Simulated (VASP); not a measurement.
Wanted: the native input for a VASP 6.6.1 run.

* Task: single point
* Functional: PBE
* Potentials or basis: VASP PAW PBE potentials, release 64 (Sr_sv, Fe_sv, O)
* Cutoff: 700 eV
* k mesh: 6 × 6 × 6
* Occupations: gaussian, width 0.1 eV
* Spin: collinear spin
* Starting moments: [0.0, 2.68, -1.36, 0.0, 0.0, 0.0] μB
* Dipole correction: no
* Further INCAR settings: ALGO = Normal; EDIFF = 1e-06; NBANDS = 38

The structure of SrFeO4 lies in POSCAR:

```
SrFeO4
1.0
    5.3322909917      0.0000000000      0.0000000000
   -2.6661454959      4.6178994592      0.0000000000
    0.0000000000      0.0000000000      2.8808974872
Sr Fe O
1 1 4
Direct
    0.0000000000      0.0000000000      0.0000000000
    0.3333333333      0.6666666667      0.0000000000
    0.6666666667      0.3333333333      0.0000000000
    0.4810731018      0.9621462036      0.5000000000
    0.0378537964      0.5189268982      0.5000000000
    0.4810731018      0.5189268982      0.5000000000
```

The cell was generated, and may not be a known phase.

These files were run (other wordings do the same):

INCAR

```
ALGO = Normal
EDIFF = 1E-6
ENCUT = 700
GGA = PE
GGA_COMPAT = False
ISIF = 2
ISMEAR = 0
ISPIN = 2
LASPH = True
LCHARG = False
LMAXMIX = 4
LORBIT = 11
LREAL = False
LWAVE = False
MAGMOM = 0 2.68 -1.36 0 0 0
NBANDS = 38
NELM = 200
PREC = Accurate
SIGMA = 0.1
```

KPOINTS

```
k-points
0
Gamma
  6 6 6
```

Potentials or basis: VASP PAW PBE potentials, release 64 (Sr_sv, Fe_sv, O).

Command:

```sh
$ cat potpaw_PBE.64/Sr_sv/POTCAR potpaw_PBE.64/Fe_sv/POTCAR potpaw_PBE.64/O/POTCAR > POTCAR
$ mpirun -np 1 vasp_std > vasp.out
```

Results of the run:

```
Pressure                                              : -0.2 GPa
Largest force                                         : 0.019 eV/Å
Net moment                                            : 1.63 μB per cell
Site moments                                          : Sr +0.03; Fe +2.71; O -1.14, -0.01 (each value once) μB
Valence electrons inside the program's atomic spheres : Sr 7.97; Fe 13.60; O 4.66, 4.88 (each value once)
```

Caveat: the k points lie up to 0.36 Å⁻¹ apart; a cell with one magnetic atom can't hold antiferromagnetic order, which such compounds often take.

It took 6.6 min on 1 thread of Intel(R) Xeon(R) Platinum 8488C (Sapphire Rapids), with other jobs on the host, peak memory 0.4 GiB.
